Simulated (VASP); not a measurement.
# Nb3Si2O (P-6m2) in VASP: further runs, part 2 of 2

VASP 6.6.1. Earlier steps stand in the parts before.

**3. Single point, PBE**

This run uses another cell than the first one, of 15.82 Å³/atom.

Contents of INCAR:

```
SYSTEM = Nb3Si2O
  ALGO = Normal
  EDIFF = 1E-6
  ENCUT = 520
  GGA = PE
  ISIF = 2
  ISMEAR = 0
  LASPH = .True.
  LCHARG = .False.
  LREAL = .False.
  LWAVE = .False.
  NBANDS = 36
  NELM = 80
  PREC = Accurate
  SIGMA = 0.1
```

Contents of KPOINTS:

```
k-points
0
Gamma
  12 12 4
  0 0 0
```

Contents of POSCAR:

```
Nb3Si2O
1.0
    3.0100202459      0.0000000000      0.0000000000
   -1.5050101230      2.6067539988      0.0000000000
    0.0000000000      0.0000000000     12.0961128271
Nb Si O
3 2 1
Direct
    0.0000000000      0.0000000000      0.5000000000
    0.0000000000      0.0000000000      0.1576045599
    0.0000000000      0.0000000000      0.8423954401
    0.3333333333      0.6666666667      0.3335581478
    0.3333333333      0.6666666667      0.6664418522
    0.0000000000      0.0000000000      0.0000000000
```

Potentials or basis: VASP PAW PBE potentials, release 64 (Nb_sv, Si, O).

Launch:

```bash
$ cat potpaw_PBE.64/Nb_sv/POTCAR potpaw_PBE.64/Si/POTCAR potpaw_PBE.64/O/POTCAR > POTCAR
$ mpirun -np 1 vasp_std > vasp.out
```

OUTCAR:

```text
SYSTEM = Nb3Si2O
   EDIFF = 1E-6
   ENCUT = 520
   GGA = PE
   ISIF = 2
   ISMEAR = 0
   LASPH = .True.
   LREAL = .False.
   NELM = 80
   PREC = Accurate

 ion  position               nearest neighbor table
   1  0.000  0.000  0.500-   4 2.66   5 2.66   4 2.66   5 2.66   4 2.66   5 2.66
   2  0.000  0.000  0.158-   6 1.91   4 2.75   4 2.75   4 2.75
   3  0.000  0.000  0.842-   6 1.91   5 2.75   5 2.75   5 2.75
   4  0.333  0.667  0.334-   1 2.66   1 2.66   1 2.66   2 2.75   2 2.75   2 2.75
   5  0.333  0.667  0.666-   1 2.66   1 2.66   1 2.66   3 2.75   3 2.75   3 2.75
   6  0.000  0.000  0.000-   2 1.91   3 1.91

  LATTYP: Found a hexagonal cell.
 ALAT       =     3.0100202459
 C/A-ratio  =     4.0186151052

  Lattice vectors:

 A1 = (   3.0100202459,   0.0000000000,   0.0000000000)
 A2 = (  -1.5050101230,   2.6067539988,   0.0000000000)
 A3 = (   0.0000000000,   0.0000000000,  12.0961128271)

Analysis of symmetry for initial positions (statically):
=====================================================================
 Subroutine PRICEL returns:
 Original cell was already a primitive cell.

 Routine SETGRP: Setting up the symmetry group for a
 hexagonal supercell.

 Subroutine GETGRP returns: Found 12 space group operations
 (whereof 12 operations were pure point group operations)
 out of a pool of 24 trial point group operations.

The static configuration has the point symmetry D_3h.

Analysis of symmetry for dynamics (positions and initial velocities):
=====================================================================
 Subroutine PRICEL returns:
 Original cell was already a primitive cell.

 Routine SETGRP: Setting up the symmetry group for a
 hexagonal supercell.

 Subroutine GETGRP returns: Found 12 space group operations
 (whereof 12 operations were pure point group operations)
 out of a pool of 24 trial point group operations.

The dynamic configuration has the point symmetry D_3h.

[... 128 lines left out ...]
  Fermi-wavevector in a.u.,A,eV,Ry     =   1.348119  2.547576 24.727581  1.817426
  Thomas-Fermi vector in A             =   2.475814
   LORBIT       =      0    0 simple, 1 ext, 2 COOP (PROOUT), +10 PAW based schemes
   GGA     = PE    functional components
   LHFCALC =     F    Hartree Fock is set to
   AEXX    =    0.0000 exact exchange contribution
   IVDW    =     0    specifies the selected vdW correction
   LEPSILON=     F    determine dielectric tensor
   LRPA    =     F    only Hartree local field effects (RPA)
 non-spin polarized calculation
 Gauss-broadening in eV      SIGMA  =   0.10
  energy-cutoff  :      520.00
  volume of cell :       94.91
 maximum number of plane-waves:      2589
 NGX is ok and might be reduce to    24
   NGX = 11   NGY = 11   NGZ = 45

 number of electron      52.9999999 magnetization

 Free energy of the ion-electron system (eV)
  ---------------------------------------------------
  ext. energy  EPLUGINS =         0.00000000
  ---------------------------------------------------
  free energy    TOTEN  =       -50.28995292 eV

  energy without entropy =      -50.26985286  energy(sigma->0) =      -50.27990289

 E-fermi :   9.8754     XC(G=0): -11.6748

 val. band max:        9.8684997046   @ k =   0.2500   0.2500   0.0000
 cond. band min:       9.8789294469   @ k =   0.4167   0.1667   0.0000
 fundamental gap:      0.0104297422
 Fermi energy:         9.8754136146

 k-point     1 :       0.0000    0.0000    0.0000
  band No.  band energies     occupation
      1     -45.4073      2.00000
      2     -45.4043      2.00000
      3     -44.8585      2.00000
      4     -21.9594      2.00000
      5     -21.7907      2.00000
      6     -21.1072      2.00000
[... 925 lines left out ...]
     35      12.8104      0.00000
     36      13.0748      0.00000

 [... further k-points ...]

------------------------ aborting loop because EDIFF is reached ----------------------------------------

  FORCE on cell =-STRESS in cart. coord.  units (eV):
  Direction    XX          YY          ZZ          XY          YZ          ZX
  --------------------------------------------------------------------------------------
  -------------------------------------------------------------------------------------
  Total       -0.1286057     -0.1286057     -0.2314853      0.0000000      0.0000000      0.0000000
  in kB       -2.1709785     -2.1709785     -3.9076778      0.0000000      0.0000000      0.0000000
  external PRESSURE =      -2.7498783 kB  Pullay stress =       0.0000000 kB

 VOLUME and BASIS-vectors are now :
 -----------------------------------------------------------------------------
  energy-cutoff  :      520.00
  volume of cell :       94.91
      direct lattice vectors                 reciprocal lattice vectors
     3.010020246  0.000000000  0.000000000     0.332223679  0.191809431  0.000000000
    -1.505010123  2.606753999  0.000000000     0.000000000  0.383618861  0.000000000
     0.000000000  0.000000000 12.096112827     0.000000000  0.000000000  0.082671187

 POSITION                                       TOTAL-FORCE (eV/Angst)
 -----------------------------------------------------------------------------------
      0.00000      0.00000      6.04806        -0.000000      0.000000      0.000000
      0.00000      0.00000      1.90640        -0.000000     -0.000000     -0.016111
      0.00000      0.00000     10.18971         0.000000     -0.000000      0.016111
     -0.00000      1.73784      4.03476        -0.000000      0.000000      0.000939
     -0.00000      1.73784      8.06136        -0.000000      0.000000     -0.000939
      0.00000      0.00000      0.00000        -0.000000      0.000000      0.000000
 -----------------------------------------------------------------------------------
    total drift:                               -0.000000      0.000000      0.000000

  FREE ENERGIE OF THE ION-ELECTRON SYSTEM (eV)
  ---------------------------------------------------
  free  energy   TOTEN  =       -50.2899529209 eV

  energy  without entropy=      -50.2698528611  energy(sigma->0) =      -50.27990289
```

OSZICAR:

```text
N       E                     dE             d eps       ncg     rms          rms(c)
DAV:   1     0.554785570845E+03    0.55479E+03   -0.27592E+04  4120   0.145E+03
DAV:   2    -0.347215211164E+01   -0.55826E+03   -0.54107E+03  4936   0.555E+02
DAV:   3    -0.509524364458E+02   -0.47480E+02   -0.46460E+02  7136   0.121E+02
DAV:   4    -0.544573381734E+02   -0.35049E+01   -0.34705E+01  6816   0.276E+01
DAV:   5    -0.546009878053E+02   -0.14365E+00   -0.14336E+00  6608   0.593E+00    0.165E+01
DAV:   6    -0.528181520847E+02    0.17828E+01   -0.43264E+01  6032   0.287E+01    0.961E+00
DAV:   7    -0.513599338832E+02    0.14582E+01   -0.34969E+01  6984   0.192E+01    0.660E+00
DAV:   8    -0.503321635680E+02    0.10278E+01   -0.73106E+00  6656   0.965E+00    0.317E+00
DAV:   9    -0.502929763321E+02    0.39187E-01   -0.59752E-01  5952   0.451E+00    0.106E+00
DAV:  10    -0.502883587514E+02    0.46176E-02   -0.10774E-01  7052   0.184E+00    0.753E-01
DAV:  11    -0.502905791061E+02   -0.22204E-02   -0.19190E-02  6124   0.859E-01    0.271E-01
DAV:  12    -0.502899343578E+02    0.64475E-03   -0.46303E-03  6344   0.464E-01    0.579E-02
DAV:  13    -0.502899532681E+02   -0.18910E-04   -0.50412E-04  5992   0.140E-01    0.216E-02
DAV:  14    -0.502899506830E+02    0.25851E-05   -0.63403E-05  6584   0.550E-02    0.999E-03
DAV:  15    -0.502899519652E+02   -0.12822E-05   -0.43661E-06  4816   0.124E-02    0.579E-03
DAV:  16    -0.502899529209E+02   -0.95576E-06   -0.14657E-06  3192   0.113E-02
   1 F= -.50289953E+02 E0= -.50279903E+02  d E =-.201001E-01
```

stdout:

```text
POSCAR found type information on POSCAR NbSiO
 POSCAR found :  3 types and       6 ions
 scaLAPACK will be used
 LDA part: xc-table for (Slater+PW92), standard interpolation
 POSCAR, INCAR and KPOINTS ok, starting setup
 FFT: planning ... GRIDC
 FFT: planning ... GRID_SOFT
 FFT: planning ... GRID
 WAVECAR not read
 entering main loop
```

It took 2 min on 1 thread of Intel Xeon 6975P-C (Granite Rapids), shared host; peak memory 0.32 GiB.

Results:

```
Free energy            : -50.2900 eV
Pressure               : -0.3 GPa
Largest force          : 0.016 eV/Å
Band gap on the k mesh : zero (an odd number of electrons rules out a gap without spin polarisation)
```

Forces on the atoms (eV/Å):
```
Nb   0.000  0.000  0.000
Nb   0.000  0.000 -0.016
Nb   0.000  0.000  0.016
Si   0.000  0.000  0.001
Si   0.000  0.000 -0.001
O    0.000  0.000  0.000
```

Levels at points of the mesh, in eV from the Fermi level:
```
           k point  band 23  band 24  band 25  band 26  band 27  band 28  band 29  band 30
(0.00, 0.00, 0.00)    -1.06    -0.12    -0.12    -0.02    -0.02     0.04     0.04     1.64
(0.50, 0.00, 0.00)    -2.81    -2.59    -1.14    -0.20     0.97     1.18     1.24     1.44
(0.00, 0.00, 0.50)    -0.80    -0.10    -0.10    -0.05    -0.05     0.06     0.06     1.76
(0.50, 0.00, 0.50)    -2.66    -2.54    -1.64    -0.07     0.62     1.26     1.99     2.06
```

Caveat: an odd number of electrons without spin polarisation forces a metal; a magnetic or distorted state may lie lower.
